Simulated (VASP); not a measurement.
# TiAl (P-6m2) in VASP: further runs, part 2 of 3

VASP 6.6.1. Earlier steps stand in the parts before.

### Step 3. Single point, LDA, collinear spin (16.97 Å³/atom)

This run uses another cell than the first one, of 16.97 Å³/atom.

INCAR reads:

```
SYSTEM = TiAl
ALGO = Fast ; EDIFF = 1E-6
ENCUT = 520 ; ISIF = 2
ISMEAR = 0 ; ISPIN = 2
LASPH = .TRUE. ; LCHARG = .TRUE.
LELF = .TRUE. ; LMAXMIX = 4
LORBIT = 11 ; LREAL = .FALSE.
LVHAR = .TRUE. ; LWAVE = .FALSE.
MAGMOM = 0.625 0 ; NBANDS = 18
NELM = 150 ; NUPDOWN = 0.625
PREC = Accurate ; SIGMA = 0.15
```

KPOINTS reads:

```
k-points
0
G
  21 21 12
  0 0 0
```

POSCAR reads:

```
TiAl
1.0
    2.8851007109      0.0000000000      0.0000000000
   -1.4425503555      2.4985705081      0.0000000000
    0.0000000000      0.0000000000      4.7093569155
Ti Al
1 1
Direct
    0.0000000000      0.0000000000      0.0000000000
    0.3333333333      0.6666666667      0.5000000000
```

Potentials or basis: VASP PAW LDA potentials, release 64 (Ti_sv, Al).

Run with:

```sh
$ cat potpaw_LDA.64/Ti_sv/POTCAR potpaw_LDA.64/Al/POTCAR > POTCAR
$ mpirun -np 1 vasp_std > vasp.out
```

OUTCAR:

```text
SYSTEM = TiAl
   EDIFF = 1E-6
   ENCUT = 520
   ISIF = 2
   ISMEAR = 0
   ISPIN = 2
   LASPH = .TRUE.
   LORBIT = 11
   LREAL = .FALSE.
   NELM = 150
   NUPDOWN = 0.625
   PREC = Accurate

 ion  position               nearest neighbor table
   1  0.000  0.000  0.000-   2 2.88   2 2.88   2 2.88   2 2.88   2 2.88   2 2.88
   2  0.333  0.667  0.500-   1 2.88   1 2.88   1 2.88   1 2.88   1 2.88   1 2.88

  LATTYP: Found a hexagonal cell.
 ALAT       =     2.8851007109
 C/A-ratio  =     1.6323024350

  Lattice vectors:

 A1 = (   2.8851007109,   0.0000000000,   0.0000000000)
 A2 = (  -1.4425503555,   2.4985705081,   0.0000000000)
 A3 = (   0.0000000000,   0.0000000000,   4.7093569155)

Analysis of symmetry for initial positions (statically):
=====================================================================
 Subroutine PRICEL returns:
 Original cell was already a primitive cell.

 Routine SETGRP: Setting up the symmetry group for a
 hexagonal supercell.

 Subroutine GETGRP returns: Found 12 space group operations
 (whereof 12 operations were pure point group operations)
 out of a pool of 24 trial point group operations.

The static configuration has the point symmetry D_3h.

Analysis of symmetry for dynamics (positions and initial velocities):
=====================================================================
 Subroutine PRICEL returns:
 Original cell was already a primitive cell.

 Routine SETGRP: Setting up the symmetry group for a
 hexagonal supercell.

 Subroutine GETGRP returns: Found 12 space group operations
 (whereof 12 operations were pure point group operations)
 out of a pool of 24 trial point group operations.

The dynamic configuration has the point symmetry D_3h.

Analysis of structural, dynamic, and magnetic symmetry:
=====================================================================
 Subroutine PRICEL returns:
 Original cell was already a primitive cell.

 Routine SETGRP: Setting up the symmetry group for a
 hexagonal supercell.

 Subroutine GETGRP returns: Found 12 space group operations
 (whereof 12 operations were pure point group operations)
 out of a pool of 24 trial point group operations.

The overall configuration has the point symmetry D_3h.

 Subroutine INISYM returns: Found 12 space group operations
 (whereof 12 operations are pure point group operations),
 and found     1 'primitive' translations

----------------------------------------------------------------------------------------

                                     Primitive cell

  volume of cell :      33.9480

  direct lattice vectors                    reciprocal lattice vectors
     2.885100711  0.000000000  0.000000000     0.346608351  0.200114425  0.000000000
    -1.442550356  2.498570508  0.000000000     0.000000000  0.400228850  0.000000000
     0.000000000  0.000000000  4.709356915     0.000000000  0.000000000  0.212343218

  length of vectors
     2.885100711  2.885100711  4.709356915     0.400228850  0.400228850  0.212343218

  position of ions in fractional coordinates (direct lattice)
     0.000000000  0.000000000  0.000000000
     0.333333333  0.666666667  0.500000000

  ion indices of the primitive-cell ions
   primitive index   ion index
                 1           1
                 2           2

----------------------------------------------------------------------------------------

 KPOINTS: k-points
[... 65 lines left out ...]
   LASPH  =      T    aspherical Exc in radial PAW
   ENCUT  =  520.0 eV  38.22 Ry    6.18 a.u.   5.36  5.36  8.76*2*pi/ulx,y,z
   NELM   =    150;   NELMIN=  2; NELMDL= -5     # of ELM steps
   EDIFF  = 0.1E-05   stopping-criterion for ELM
   LREAL  =      F    real-space projection
   EDIFFG = 0.1E-04   stopping-criterion for IOM
   NSW    =      0    number of steps for IOM
   IBRION =     -1    ionic relax: 0-MD 1-quasi-New 2-CG
   NFREE  =      0    steps in history (QN), initial steepest desc. (CG)
   ISIF   =      2    stress and relaxation
   ISYM   =      2    0-nonsym 1-usesym 2-fastsym
   POTIM  = 0.5000    time-step for ionic-motion
   TEBEG  =    0.0;   TEEND  =   0.0 temperature during run
   PSTRESS=    0.0 pullay stress
   NELECT =      15.0000    total number of electrons
   NUPDOWN=       0.6250    fix difference up-down
   EMIN   =  10.00;   EMAX   =-10.00  energy-range for DOS
   EFERMI =   0.00;   METHOD = LEGACY
   ISMEAR =     0;   SIGMA  =   0.15  broadening in eV -4-tet -1-fermi 0-gaus
   EFERMI_NEDOS =   21; number of points for ismear=-14 and -15
   IALGO  =     68    algorithm
   IMIX   =      4    mixing-type and parameters
     AMIX     =   0.40;   BMIX     =  1.00
     AMIX_MAG =   1.60;   BMIX_MAG =  1.00
  volume/ion in A,a.u.               =      16.97       114.55
  Fermi-wavevector in a.u.,A,eV,Ry     =   1.246906  2.356311 21.154006  1.554776
  Thomas-Fermi vector in A             =   2.381063
   LORBIT       =     11    0 simple, 1 ext, 2 COOP (PROOUT), +10 PAW based schemes
   GGA     = CA    functional components
   LHFCALC =     F    Hartree Fock is set to
   AEXX    =    0.0000 exact exchange contribution
   IVDW    =     0    specifies the selected vdW correction
   LEPSILON=     F    determine dielectric tensor
   LRPA    =     F    only Hartree local field effects (RPA)
 spin polarized calculation
 RMM-DIIS sequential band-by-band and
 Gauss-broadening in eV      SIGMA  =   0.15
  energy-cutoff  :      520.00
  volume of cell :       33.95
 maximum number of plane-waves:       941
 NGX is ok and might be reduce to    24
   NGX = 11   NGY = 11   NGZ = 17

 number of electron      14.9999997 magnetization       0.6250000

 Free energy of the ion-electron system (eV)
  ---------------------------------------------------
  ext. energy  EPLUGINS =         0.00000000
  ---------------------------------------------------
  free energy    TOTEN  =       -13.16992660 eV

  energy without entropy =      -13.14724725  energy(sigma->0) =      -13.15858693

 E-fermi :   7.3985     XC(G=0): -11.0679

 val. band max:        7.6135557385   @ k =   0.1905   0.0952   0.3333
 cond. band min:       7.3993502515   @ k =   0.2857   0.2381   0.5000
 fundamental gap:     -0.2142054870
 Fermi energy:         7.6252859457

 spin component 1

 k-point     1 :       0.0000    0.0000    0.0000
  band No.  band energies     occupation
      1     -48.5541      1.00000
      2     -25.2443      1.00000
      3     -24.8544      1.00000
      4     -24.8544      1.00000
      5      -1.4172      1.00000
      6       5.0161      1.00000
[... 493 lines left out ...]
     17      22.3594      0.00000
     18      23.3304      0.00000

 [... further k-points ...]

 spin component 2

 k-point     1 :       0.0000    0.0000    0.0000
  band No.  band energies     occupation
      1     -48.2472      1.00000
      2     -24.9696      1.00000
      3     -24.5331      1.00000
      4     -24.5331      1.00000
      5      -1.2728      1.00000
      6       5.3730      1.00000
[... 493 lines left out ...]
     17      22.5327      0.00000
     18      23.6160      0.00000

 [... further k-points ...]

------------------------ aborting loop because EDIFF is reached ----------------------------------------

  FORCE on cell =-STRESS in cart. coord.  units (eV):
  Direction    XX          YY          ZZ          XY          YZ          ZX
  --------------------------------------------------------------------------------------
  -------------------------------------------------------------------------------------
  Total       -1.3726051     -1.3726051     -2.0096411      0.0000000      0.0000000      0.0000000
  in kB      -64.7801580    -64.7801580    -94.8450995      0.0000000      0.0000000      0.0000000
  external PRESSURE =     -74.8018051 kB  Pullay stress =       0.0000000 kB

 VOLUME and BASIS-vectors are now :
 -----------------------------------------------------------------------------
  energy-cutoff  :      520.00
  volume of cell :       33.95
      direct lattice vectors                 reciprocal lattice vectors
     2.885100711  0.000000000  0.000000000     0.346608351  0.200114425  0.000000000
    -1.442550356  2.498570508  0.000000000     0.000000000  0.400228850  0.000000000
     0.000000000  0.000000000  4.709356915     0.000000000  0.000000000  0.212343218

 POSITION                                       TOTAL-FORCE (eV/Angst)
 -----------------------------------------------------------------------------------
      0.00000      0.00000      0.00000        -0.000000     -0.000000      0.000000
     -0.00000      1.66571      2.35468         0.000000      0.000000      0.000000
 -----------------------------------------------------------------------------------
    total drift:                                0.000000     -0.000000      0.000000

  FREE ENERGIE OF THE ION-ELECTRON SYSTEM (eV)
  ---------------------------------------------------
  free  energy   TOTEN  =       -13.1699266022 eV

  energy  without entropy=      -13.1472472499  energy(sigma->0) =      -13.15858693

 total charge

# of ion       s       p       d       tot
------------------------------------------
    1        2.217   6.123   1.922  10.262
    2        0.437   0.374   0.000   0.810
--------------------------------------------------
tot          2.653   6.497   1.922  11.073

 magnetization (x)

# of ion       s       p       d       tot
------------------------------------------
    1        0.005   0.033   0.335   0.373
    2        0.001   0.013   0.000   0.015
--------------------------------------------------
tot          0.006   0.046   0.335   0.388
```

stdout:

```text
POSCAR found type information on POSCAR TiAl
 POSCAR found :  2 types and       2 ions
 scaLAPACK will be used
 LDA part: xc-table for (Slater(with rela. corr.)+CA(PZ))
 , standard interpolation
 POSCAR, INCAR and KPOINTS ok, starting setup
 FFT: planning ... GRIDC
 FFT: planning ... GRID_SOFT
 FFT: planning ... GRID
 WAVECAR not read
 entering main loop
WARNING in EDDRMM: call to ZHEGV failed, returncode =   6  3      6
WARNING in EDDRMM: call to ZHEGV failed, returncode =   6  3     17
WARNING in EDDRMM: call to ZHEGV failed, returncode =   6  3     12
WARNING in EDDRMM: call to ZHEGV failed, returncode =   6  3      6
WARNING in EDDRMM: call to ZHEGV failed, returncode =   8  4     14
WARNING in EDDRMM: call to ZHEGV failed, returncode =   6  3      5
WARNING in EDDRMM: call to ZHEGV failed, returncode =   6  3      9
WARNING in EDDRMM: call to ZHEGV failed, returncode =   6  3     16
WARNING in EDDRMM: call to ZHEGV failed, returncode =   8  4      6
WARNING in EDDRMM: call to ZHEGV failed, returncode =   6  3     15
WARNING in EDDRMM: call to ZHEGV failed, returncode =   6  3     10
WARNING in EDDRMM: call to ZHEGV failed, returncode =   8  4     17
WARNING in EDDRMM: call to ZHEGV failed, returncode =   6  3     12
```

Run time: 3.3 min. Hardware: 1 thread of Intel Xeon 6975P-C (Granite Rapids), shared host; peak memory 0.39 GiB.

What came out:

```
Free energy                                           : -13.1699 eV
Pressure                                              : -7.5 GPa
Net moment                                            : 0.62 μB per cell
Site moments                                          : Ti +0.37; Al +0.01 μB
Valence electrons inside the program's atomic spheres : Ti 10.26; Al 0.81
```

Caveat: the cell stands under tension; the total moment is fixed, so each spin has its own Fermi level and the state may be an excited one.

### Step 4. Single point, LDA, collinear spin (17.60 Å³/atom)

This run uses another cell than the first one, of 17.60 Å³/atom.

INCAR reads:

```
SYSTEM = TiAl
PREC = Accurate
ENCUT = 520
EDIFF = 1E-6
ISMEAR = 0
SIGMA = 0.15
LREAL = .FALSE.
LASPH = .TRUE.
NELM = 150
ALGO = Normal
ISIF = 2
LWAVE = .FALSE.
LCHARG = .FALSE.
ISPIN = 2
MAGMOM = 0.75 0
LORBIT = 11
NUPDOWN = 0.75
LMAXMIX = 4
GGA = CA
NBANDS = 18
```

KPOINTS reads:

```
Automatic mesh
0
G
  21 21 12
  0 0 0
```

POSCAR reads:

```
TiAl
1.0
    2.9202514666      0.0000000000      0.0000000000
   -1.4601257333      2.5290119555      0.0000000000
    0.0000000000      0.0000000000      4.7667335796
Ti Al
1 1
Direct
    0.0000000000      0.0000000000      0.0000000000
    0.3333333333      0.6666666667      0.5000000000
```

Run with:

```sh
$ cat potpaw_LDA.64/Ti_sv/POTCAR potpaw_LDA.64/Al/POTCAR > POTCAR
$ mpirun -np 1 vasp_std > vasp.out
```

Wall time 2.3 min (1 thread of Intel Xeon 6975P-C (Granite Rapids), shared host); peak memory 0.39 GiB.

Results (log left out):

```
Free energy                                           : -13.0844 eV
Pressure                                              : -10.2 GPa
Net moment                                            : 0.75 μB per cell
Site moments                                          : Ti +0.46; Al +0.01 μB
Valence electrons inside the program's atomic spheres : Ti 10.22; Al 0.80
```

Stress tensor (GPa, compression positive):
```
 -8.98   0.00   0.00
  0.00  -8.98   0.00
  0.00   0.00 -12.76
```

Caveat: the cell stands under tension; the total moment is fixed, so each spin has its own Fermi level and the state may be an excited one.

[end of part 2 of 3]
